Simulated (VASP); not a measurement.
# SrO (Fm-3m) in VASP: single point with PBE0

Aim: the single point of SrO with PBE0.

Everything below comes from runs of VASP 6.6.1. Logs are shortened: lines on timing, memory, paths and dates and some standing lists are left out, and cuts for length are marked.

## 1. The cell of the first run

Symmetry: Fm-3m, No. 225, cubic system. Conventional cell: a = 5.073 Å, b = 5.073 Å, c = 5.073 Å, α = 90.00°, β = 90.00°, γ = 90.00°. Within 3.3 Å of Sr (site symmetry m-3m) lie 6 O at 2.54 Å. O (site symmetry m-3m) has 6 Sr at 2.54 Å within 3.3 Å.

## 2. Single point, PBE0

POSCAR reads:

```
SrO
1.0
    0.0000000000      2.5362627370      2.5362627370
    2.5362627370      0.0000000000      2.5362627370
    2.5362627370      2.5362627370      0.0000000000
Sr O
1 1
Direct
    0.0000000000      0.0000000000      0.0000000000
    0.5000000000      0.5000000000      0.5000000000
```

INCAR.step1 reads:

```
SYSTEM = SrO
  PREC = Accurate
  ENCUT = 520
  EDIFF = 1E-5
  ISMEAR = 0
  SIGMA = 0.01
  LREAL = .FALSE.
  LASPH = .TRUE.
  NELM = 120
  ALGO = Normal
  ISIF = 2
  LWAVE = .TRUE.
  LCHARG = .FALSE.
  GGA = PE
  NBANDS = 15
  GGA_COMPAT = .FALSE.
```

INCAR.step2 reads:

```
SYSTEM = SrO
  PREC = Accurate
  ENCUT = 520
  EDIFF = 1E-6
  ISMEAR = 0
  SIGMA = 0.01
  LREAL = .FALSE.
  LASPH = .TRUE.
  NELM = 120
  ALGO = Normal
  ISIF = 2
  LWAVE = .FALSE.
  LCHARG = .FALSE.
  GGA = PE
  LHFCALC = .TRUE.
  AEXX = 0.25
  PRECFOCK = Normal
  ISTART = 1
  NBANDS = 15
  GGA_COMPAT = .FALSE.
```

KPOINTS reads:

```
regular mesh
0
G
  2 2 2
  0 0 0
```

Potentials or basis: VASP PAW PBE potentials, release 64 (Sr_sv, O).

Run with:

```
$ cat potpaw_PBE.64/Sr_sv/POTCAR potpaw_PBE.64/O/POTCAR > POTCAR
$ cp INCAR.step1 INCAR
$ mpirun -np 1 vasp_std > vasp.out
$ cp INCAR.step2 INCAR
$ mpirun -np 1 vasp_std > vasp.out
```

OUTCAR:

```text
SYSTEM = SrO
   PREC = Accurate
   ENCUT = 520
   EDIFF = 1E-6
   ISMEAR = 0
   LREAL = .FALSE.
   LASPH = .TRUE.
   NELM = 120
   ISIF = 2
   GGA = PE
   LHFCALC = .TRUE.
   AEXX = 0.25
   PRECFOCK = Normal
   ISTART = 1

 ion  position               nearest neighbor table
   1  0.000  0.000  0.000-   2 2.54   2 2.54   2 2.54   2 2.54   2 2.54   2 2.54
   2  0.500  0.500  0.500-   1 2.54   1 2.54   1 2.54   1 2.54   1 2.54   1 2.54

  LATTYP: Found a face centered cubic cell.
 ALAT       =     5.0725254740

  Lattice vectors:

 A1 = (   0.0000000000,   2.5362627370,   2.5362627370)
 A2 = (   2.5362627370,   0.0000000000,   2.5362627370)
 A3 = (   2.5362627370,   2.5362627370,   0.0000000000)

Analysis of symmetry for initial positions (statically):
=====================================================================
 Subroutine PRICEL returns:
 Original cell was already a primitive cell.

 Routine SETGRP: Setting up the symmetry group for a
 face centered cubic supercell.

 Subroutine GETGRP returns: Found 48 space group operations
 (whereof 48 operations were pure point group operations)
 out of a pool of 48 trial point group operations.

The static configuration has the point symmetry O_h .

Analysis of symmetry for dynamics (positions and initial velocities):
=====================================================================
 Subroutine PRICEL returns:
 Original cell was already a primitive cell.

 Routine SETGRP: Setting up the symmetry group for a
 face centered cubic supercell.

 Subroutine GETGRP returns: Found 48 space group operations
 (whereof 48 operations were pure point group operations)
 out of a pool of 48 trial point group operations.

The dynamic configuration has the point symmetry O_h .

 Subroutine INISYM returns: Found 48 space group operations
 (whereof 48 operations are pure point group operations),
 and found     1 'primitive' translations

----------------------------------------------------------------------------------------

                                     Primitive cell

  volume of cell :      32.6297

  direct lattice vectors                    reciprocal lattice vectors
     0.000000000  2.536262737  2.536262737    -0.197140459  0.197140459  0.197140459
     2.536262737  0.000000000  2.536262737     0.197140459 -0.197140459  0.197140459
     2.536262737  2.536262737  0.000000000     0.197140459  0.197140459 -0.197140459

  length of vectors
     3.586817160  3.586817160  3.586817160     0.341457291  0.341457291  0.341457291

  position of ions in fractional coordinates (direct lattice)
     0.000000000  0.000000000  0.000000000
     0.500000000  0.500000000  0.500000000

  ion indices of the primitive-cell ions
   primitive index   ion index
                 1           1
                 2           2

----------------------------------------------------------------------------------------

 KPOINTS: regular mesh

Automatic generation of k-mesh.
 Grid dimensions read from file:
 generate k-points for:    2    2    2

 Generating k-lattice:

  Cartesian coordinates                     Fractional coordinates (reciprocal lattice)
    -0.098570229  0.098570229  0.098570229     0.500000000  0.000000000  0.000000000
     0.098570229 -0.098570229  0.098570229     0.000000000  0.500000000  0.000000000
     0.098570229  0.098570229 -0.098570229     0.000000000  0.000000000  0.500000000

  Length of vectors
     0.170728646  0.170728646  0.170728646

  Shift w.r.t. Gamma in fractional coordinates (k-lattice)
     0.000000000  0.000000000  0.000000000

 Subroutine IBZKPT returns following result:
 ===========================================

 Found      3 irreducible k-points:

 Following reciprocal coordinates:
            Coordinates               Weight
  0.000000  0.000000  0.000000      1.000000
  0.500000  0.000000  0.000000      4.000000
  0.500000  0.500000  0.000000      3.000000
   k-points           NKPTS =      3   k-points in BZ     NKDIM =      8   number of bands    NBANDS=     15
   number of dos      NEDOS =    301   number of ions     NIONS =      2
   total plane-waves  NPLWV =  21952
   dimension x,y,z NGX =    28 NGY =   28 NGZ =   28
   dimension x,y,z NGXF=    56 NGYF=   56 NGZF=   56
   ions per type =               1   1
   NGX,Y,Z   is equivalent  to a cutoff of  12.98, 12.98, 12.98 a.u.
   NGXF,Y,Z  is equivalent  to a cutoff of  25.96, 25.96, 25.96 a.u.
 SYSTEM =  SrO
   PREC   = accura    normal or accurate (medium, high low for compatibility)
   ISTART =      1    job   : 0-new  1-cont  2-samecut
   ICHARG =      0    charge: 1-file 2-atom 10-const
   ISPIN  =      1    spin polarized calculation?
   LNONCOLLINEAR =      F non collinear calculations
   LSORBIT =      F    spin-orbit coupling
   LASPH  =      T    aspherical Exc in radial PAW
   ENCUT  =  520.0 eV  38.22 Ry    6.18 a.u.   6.67  6.67  6.67*2*pi/ulx,y,z
   NELM   =    120;   NELMIN=  2; NELMDL=  0     # of ELM steps
   EDIFF  = 0.1E-05   stopping-criterion for ELM
   LREAL  =      F    real-space projection
   EDIFFG = 0.1E-04   stopping-criterion for IOM
   NSW    =      0    number of steps for IOM
   IBRION =     -1    ionic relax: 0-MD 1-quasi-New 2-CG
   NFREE  =      0    steps in history (QN), initial steepest desc. (CG)
   ISIF   =      2    stress and relaxation
   ISYM   =      3    0-nonsym 1-usesym 2-fastsym
   POTIM  = 0.5000    time-step for ionic-motion
   TEBEG  =    0.0;   TEEND  =   0.0 temperature during run
   PSTRESS=    0.0 pullay stress
   NELECT =      16.0000    total number of electrons
   NUPDOWN=      -1.0000    fix difference up-down
   EMIN   =  10.00;   EMAX   =-10.00  energy-range for DOS
   EFERMI =   0.00;   METHOD = LEGACY
   ISMEAR =     0;   SIGMA  =   0.01  broadening in eV -4-tet -1-fermi 0-gaus
   EFERMI_NEDOS =   21; number of points for ismear=-14 and -15
   IALGO  =     38    algorithm
   IMIX   =      1    mixing-type and parameters
     AMIX     =   0.40;   BMIX     =  1.00
     AMIX_MAG =   1.60;   BMIX_MAG =  1.00
  volume/ion in A,a.u.               =      16.31       110.10
  Fermi-wavevector in a.u.,A,eV,Ry     =   1.290953  2.439548 22.674937  1.666561
  Thomas-Fermi vector in A             =   2.422753
   LORBIT       =      0    0 simple, 1 ext, 2 COOP (PROOUT), +10 PAW based schemes
   GGA     = PE    functional components
   LHFCALC =     T    Hartree Fock is set to
   PRECFOCK=normal    Normal, Fast or Accurate (Low or Medium for compatibility)
   ENCUT4O =  -1.0   cutoff for four orbital integrals eV
   NKREDX  =     1    reduce k-point grid by
   NKREDY  =     1    reduce k-point grid by
   NKREDZ  =     1    reduce k-point grid by
   AEXX    =    0.2500 exact exchange contribution
   HFSCREEN=    0.0000 screening length (either q_TF or 0.3 A-1)
   HFSCREENC=   0.0000 screening length for correlation (either q_TF or 0.3 A-1)
   ENCUTFOCK=  -1.0 apply spherical cutoff to Coloumb kernel
   IVDW    =     0    specifies the selected vdW correction
   LEPSILON=     F    determine dielectric tensor
   LRPA    =     F    only Hartree local field effects (RPA)
 non-spin polarized calculation
 Gauss-broadening in eV      SIGMA  =   0.01
  energy-cutoff  :      520.00
  volume of cell :       32.63
 maximum number of plane-waves:       893
 NGX is ok and might be reduce to    28
  NGX = 24; NGY = 24; NGZ = 24

 number of electron      15.9999995 magnetization

 Free energy of the ion-electron system (eV)
  ---------------------------------------------------
  ext. energy  EPLUGINS =         0.00000000
  ---------------------------------------------------
  free energy    TOTEN  =       -14.79896415 eV

  energy without entropy =      -14.79896415  energy(sigma->0) =      -14.79896415

 E-fermi :   0.5749     XC(G=0):  -8.0147

 val. band max:        0.4479782851   @ k =   0.0000   0.0000   0.0000
 cond. band min:       5.9306956722   @ k =   0.5000   0.5000   0.0000
 fundamental gap:      5.4827173872
 Fermi energy:         0.5749325896

 k-point     1 :       0.0000    0.0000    0.0000
  band No.  band energies     occupation
      1     -33.8794      2.00000
      2     -16.0715      2.00000
      3     -14.1944      2.00000
      4     -14.1944      2.00000
      5     -14.1944      2.00000
      6       0.4480      2.00000
      7       0.4480      2.00000
      8       0.4480      2.00000
      9       7.0573      0.00000
     10       9.1621      0.00000
     11       9.1621      0.00000
     12       9.1621      0.00000
     13      11.5230      0.00000
     14      11.5230      0.00000
     15      15.6734      0.00000

 k-point     2 :       0.5000    0.0000    0.0000
  band No.  band energies     occupation
      1     -33.7023      2.00000
      2     -17.5832      2.00000
      3     -14.2765      2.00000
      4     -14.2765      2.00000
      5     -13.0586      2.00000
      6      -1.8976      2.00000
      7      -0.8390      2.00000
      8      -0.8390      2.00000
      9       9.6798      0.00000
     10      11.5550      0.00000
     11      12.1588      0.00000
     12      12.1588      0.00000
     13      15.6062      0.00000
     14      15.6062      0.00000
     15      18.7293      0.00000

 k-point     3 :       0.5000    0.5000    0.0000
  band No.  band energies     occupation
      1     -33.6519      2.00000
      2     -16.0709      2.00000
      3     -15.3417      2.00000
      4     -14.6337      2.00000
      5     -14.6337      2.00000
      6       0.0633      2.00000
      7       0.3852      2.00000
      8       0.3852      2.00000
      9       5.9307      0.00000
     10      11.1337      0.00000
     11      13.5356      0.00000
     12      13.7723      0.00000
     13      14.5967      0.00000
     14      14.5967      0.00000
     15      17.3754      0.00000

------------------------ aborting loop because EDIFF is reached ----------------------------------------

  FORCE on cell =-STRESS in cart. coord.  units (eV):
  Direction    XX          YY          ZZ          XY          YZ          ZX
  --------------------------------------------------------------------------------------
  -------------------------------------------------------------------------------------
  Total        1.0435514      1.0435514      1.0435514     -0.0000000     -0.0000000      0.0000000
  in kB       51.2403034     51.2403034     51.2403034     -0.0000000     -0.0000000      0.0000000
  external PRESSURE =      51.2403034 kB  Pullay stress =       0.0000000 kB

 VOLUME and BASIS-vectors are now :
 -----------------------------------------------------------------------------
  energy-cutoff  :      520.00
  volume of cell :       32.63
      direct lattice vectors                 reciprocal lattice vectors
     0.000000000  2.536262737  2.536262737    -0.197140459  0.197140459  0.197140459
     2.536262737  0.000000000  2.536262737     0.197140459 -0.197140459  0.197140459
     2.536262737  2.536262737  0.000000000     0.197140459  0.197140459 -0.197140459

 POSITION                                       TOTAL-FORCE (eV/Angst)
 -----------------------------------------------------------------------------------
      0.00000      0.00000      0.00000         0.000000     -0.000000     -0.000000
      2.53626      2.53626      2.53626        -0.000000      0.000000      0.000000
 -----------------------------------------------------------------------------------
    total drift:                                0.000001     -0.000000     -0.000001

  FREE ENERGIE OF THE ION-ELECTRON SYSTEM (eV)
  ---------------------------------------------------
  free  energy   TOTEN  =       -14.7989641507 eV

  energy  without entropy=      -14.7989641507  energy(sigma->0) =      -14.79896415
```

Run time: 28 s. Hardware: 1 thread of AMD EPYC 7R13 (Zen 3), shared host; peak memory 0.13 GiB.

What came out:

```yaml
Free_energy: -14.7990 eV
Pressure: 5.1 GPa
Band_gap_on_the_k_mesh: 5.48 eV (least direct gap 5.55 eV)
```

Caveat: the k points lie up to 1.07 Å⁻¹ apart; the PAW data sets were made with another functional, which shifts forces and pressure a little. A k mesh can miss the band edges.
